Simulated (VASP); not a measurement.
# SiBi2Te5: relaxation of cell and atoms with PBE

Crystal: SiBi2Te5.

```
Si Bi Te
1.0
     4.18000    0.00000    0.00000
    -2.09000    3.61999    0.00000
     0.00000    0.00000   15.80000
Si Bi Te
1 2 5
Direct
  0.00000 0.00000 0.50000
  0.33333 0.66667 0.13000
  0.66667 0.33333 0.87000
  0.33333 0.66667 0.40000
  0.66667 0.33333 0.60000
  0.66667 0.33333 0.24050
  0.33333 0.66667 0.75950
  0.00000 0.00000 0.00000
```

* Program: VASP 6.6.1
* Task: relaxation of cell and atoms
* Functional: PBE
* Potentials or basis: VASP PAW PBE potentials, release 64 (Si, Bi_d, Te)
* Cutoff: 600 eV
* k mesh: 5 × 5 × 1
* Occupations: gaussian, width 0.2 eV
* Spin: no spin polarisation
* Dipole correction: no
* Further INCAR settings: ALGO = Normal; EDIFF = 1e-06; IBRION = 2; EDIFFG = -0.08; NSW = 36; ISIF = 3

| Item | Value |
| --- | --- |
| Relaxed volume | 32.04 Å³/atom |
| Relaxed cell | a = 4.222 Å, b = 4.222 Å, c = 16.606 Å, α = 90.00°, β = 90.00°, γ = 120.00° |
| Space group after relaxing (to 0.1 Å) | P-3m1 (No. 164) |
| Energy gained by relaxing | 49.7 meV/atom |
| Ionic steps | 9 |
| Pressure after relaxing | 0.0 GPa |
| Largest force after relaxing | 0.048 eV/Å |
| Band gap on the k mesh | zero (bands 32 and 33 overlap by 0.24 eV) |

Forces in eV/Å, atoms in the order of the input:
```
Si   0.000  0.000  0.000
Bi   0.000  0.000 -0.048
Bi   0.000  0.000  0.048
Te   0.000  0.000 -0.031
Te   0.000  0.000  0.031
Te   0.000  0.000 -0.037
Te   0.000  0.000  0.037
Te   0.000  0.000  0.000
```

Stress tensor (GPa, compression positive):
```
-0.02  0.00  0.00
 0.00 -0.02  0.00
 0.00  0.00  0.11
```

The path:
```
step  energy change (eV)  largest force (eV/Å)  pressure (GPa)  volume (Å³)
   1              0.0000                0.9139            3.62       239.08
   2             -0.2060                0.8286           -1.88       263.16
   3             -0.2449                0.8476           -0.53       255.85
   4             -0.3127                0.6174           -0.34       255.01
   5             -0.3797                0.2668            0.30       253.11
   6             -0.3938                0.1238           -0.06       255.82
   7             -0.3958                0.1173           -0.26       257.40
   8             -0.3966                0.1198            0.25       255.49
   9             -0.3979                0.0485            0.02       256.31
```

Final structure:
```yaml
crystal:
  lattice:
    - [4.22173, 0.00000, 0.00000]
    - [-2.11086, 3.65612, 0.00000]
    - [0.00000, 0.00000, 16.60551]
  atoms:
    - { symbol: Si, position: [0.00000, 0.00000, 0.50000] }
    - { symbol: Bi, position: [0.33333, 0.66667, 0.12998] }
    - { symbol: Bi, position: [0.66667, 0.33333, 0.87002] }
    - { symbol: Te, position: [0.33333, 0.66667, 0.41235] }
    - { symbol: Te, position: [0.66667, 0.33333, 0.58765] }
    - { symbol: Te, position: [0.66667, 0.33333, 0.24194] }
    - { symbol: Te, position: [0.33333, 0.66667, 0.75806] }
    - { symbol: Te, position: [0.00000, 0.00000, 0.00000] }
```

Levels at points of the mesh, in eV from the Fermi level:
```
           k point  band 29  band 30  band 31  band 32  band 33  band 34  band 35  band 36
(0.00, 0.00, 0.00)    -0.78    -0.41    -0.41     0.21     0.64     1.34     1.43     1.43
```

Wall time 4 min on 1 thread of AMD EPYC 9R45 (Zen 5) (shared host), peak memory 0.43 GiB.

Caveat: the k points lie up to 0.38 Å⁻¹ apart in the final cell; spin-orbit coupling is left out, which moves the levels of the heavy elements; the relaxation stopped at a loose force limit of 0.08 eV/Å, so its end isn't a converged minimum.
